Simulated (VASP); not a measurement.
Cu: elastic constants with PBEsol

Cu:

```
CELL_PARAMETERS angstrom
2.52020 0.00000 0.00000
-1.26010 2.18256 0.00000
0.00000 0.00000 4.11784
ATOMIC_POSITIONS crystal
Cu 0.33333 0.66667 0.25000
Cu 0.66667 0.33333 0.75000
```

This isn't the form of Cu at room conditions, which is fcc.

```json
{"Program": "VASP 6.6.1", "Task": "elastic constants", "Functional": "PBEsol", "Potentials or basis": "VASP PAW PBE potentials, release 64 (Cu)", "Cutoff": "600 eV", "k mesh": "18 × 18 × 10", "Occupations": "fermi-dirac, width 0.05 eV", "Spin": "no spin polarisation", "Dipole correction": "no", "Ions in elastic constants": "relaxed", "Further INCAR settings": "ALGO = Normal; EDIFF = 1e-08; NBANDS = 18; IBRION = 6; POTIM = 0.015; NSW = 1; ISIF = 3"}
```

* Voigt bulk modulus: 166 GPa
* Highest phonon frequency at Γ: 261 cm⁻¹

Phonon frequencies in cm⁻¹ (negative: imaginary):
| q point | frequencies |
| --- | --- |
| (0.000, 0.000, 0.000) | 0 0 0 109 109 261 |

Elastic tensor in Voigt notation (GPa, in the Cartesian axes of the cell as first typed):
```
235 159 101   0   0   0
159 235 101   0   0   0
101 101 295   0   0   0
  0   0   0  34   0   0
  0   0   0   0  34   0
  0   0   0   0   0  38
```

Clamped-ion elastic tensor (GPa):
```
255 140 101   0   0   0
140 255 101   0   0   0
101 101 295   0   0   0
  0   0   0  34   0   0
  0   0   0   0  34   0
  0   0   0   0   0  58
```

Run time: 59 min on 1 thread of Oxide Virtual Turin-like Processor, on a shared host, peak memory 0.74 GiB.

Caveat: the PAW data sets were made with another functional, which shifts forces and pressure a little.
